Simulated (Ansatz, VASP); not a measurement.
# One calculation of FePt, two programs

```
Fe Pt
1.0
     2.68678    0.00000    0.00000
     0.00000    2.68678    0.00000
     0.00000    0.00000    3.71740
Fe Pt
1 1
Direct
  0.00000 0.00000 0.00000
  0.50000 0.50000 0.50000
```

Alike in both runs: functional PBEsol; k mesh 16 × 16 × 12; occupations gaussian, width 0.1 eV; collinear spin.

Ansatz relaxed the structure, and its values are those at the end. VASP's run is a single point on that final structure, the one shown.

```csv
,VASP,Ansatz
version,VASP 6.6.1,Ansatz 0.2.0
potentials or method,"VASP PAW PBE potentials, release 64 (Fe, Pt), cutoff 520 eV","scalar-relativistic, plane waves, PAW"
valence electrons in the cell,18,34
```

Ansatz gave:

* gap on the k mesh at the Fermi level (eV): none
* pressure (GPa): 0.0
* net moment per atom (μB): 1.60
* size of the moment on the site where the two differ most (μB): 0.38

Question: Estimate VASP's values.

Answer: gap on the k mesh at the Fermi level (eV): none; pressure (GPa): -0.3; net moment per atom (μB): 1.60; size of the moment on the site where the two differ most (μB): 0.32.

VASP's potentials were made for PBE, not for PBEsol. Site moments also hang on the region over which each program counts them. A gap of «none» marks a metal or a gap that the smearing closes. The functional is the same, so the differences come from potentials, cutoffs and numerics. VASP's potentials hold 18 valence electrons a cell and Ansatz's 34, so a difference there can come from the potentials and not from the codes.

Neither program's run includes spin-orbit coupling.
